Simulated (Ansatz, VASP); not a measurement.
**MgZn2TeSe2 in VASP and in Ansatz**

The input INCAR:

```
PREC = Accurate ; ENCUT = 600
EDIFF = 1E-6 ; ISMEAR = 0
SIGMA = 0.1 ; LREAL = F
LASPH = T ; NELM = 80
ALGO = Normal ; ISIF = 3
LWAVE = F ; LCHARG = F
GGA = PE ; IBRION = 2
NSW = 100 ; EDIFFG = -0.01
```

KPOINTS

```
regular mesh
0
Gamma
  8 8 8
```

File POSCAR:

```
MgZn2TeSe2
1.0
    5.6059570148      0.0000000000      0.0000000000
    0.0000000000      5.6059570148      0.0000000000
    0.0000000000      0.0000000000      5.3273747336
Mg Zn Te Se
1 2 1 2
Direct
    0.0000000000      0.0000000000      0.5000000000
    0.5000000000      0.5000000000      0.2577463407
    0.5000000000      0.5000000000      0.7422536593
    0.0000000000      0.0000000000      0.0000000000
    0.0000000000      0.5000000000      0.0000000000
    0.5000000000      0.0000000000      0.0000000000
```

Input for Ansatz:

```yaml
crystal:
  lattice:
    - [5.6059570148, 0.0, 0.0]
    - [0.0, 5.6059570148, 0.0]
    - [0.0, 0.0, 5.3273747336]
  atoms:
    - { symbol: Mg, position: [0.0, 0.0, 0.5] }
    - { symbol: Zn, position: [0.5, 0.5, 0.2577463407] }
    - { symbol: Zn, position: [0.5, 0.5, 0.7422536593] }
    - { symbol: Te, position: [0.0, 0.0, 0.0] }
    - { symbol: Se, position: [0.0, 0.5, 0.0] }
    - { symbol: Se, position: [0.5, 0.0, 0.0] }
basis:
  ecutwfc: 420
kpoints:
  mp_grid: { grid: [8, 8, 8] }
hamiltonian:
  xc: pbe
scf:
  occupations: { method: gaussian, width: 0.1 }
output:
  forces: true
  stress: true
  eigenvalues: true
relax:
  adjacent_minimum: "off"
  f_tol: 0.01
  max_steps: 80
  cell: { stress_tol: 0.05 }
```

Change from the starting cell: species swapped into the DyCr2Si2C type (P4/mmm, No. 123).

Alike in both runs: task relaxation of cell and atoms; functional PBE; k mesh 8 × 8 × 8; occupations gaussian, width 0.1 eV; no spin polarisation.

|  | VASP | Ansatz |
| --- | --- | --- |
| version | VASP 6.6.1 | Ansatz 0.2.0 |
| potentials or method | VASP PAW PBE potentials, release 64 (Mg, Zn, Te, Se), cutoff 600 eV | scalar-relativistic, plane waves, PAW |
| valence electrons in the cell | 44 | 82 |

Ansatz gave:

| Item | Value |
| --- | --- |
| gap on the k mesh at the Fermi level, each at its own relaxed structure (eV) | none |
| relaxed volume (Å³/atom) | 27.94 |
| relaxed length of the cell vector where the two differ most in proportion (Å) | 5.360 |

Q: Which values does VASP return?

A: gap on the k mesh at the Fermi level, each at its own relaxed structure (eV): none; relaxed volume (Å³/atom): 27.95; relaxed length of the cell vector where the two differ most in proportion (Å): 5.366.

A gap of «none» marks a metal or a gap that the smearing closes. VASP's potentials hold 44 valence electrons a cell and Ansatz's 82, so a difference there can come from the potentials and not from the codes.

Spin-orbit coupling is off throughout.
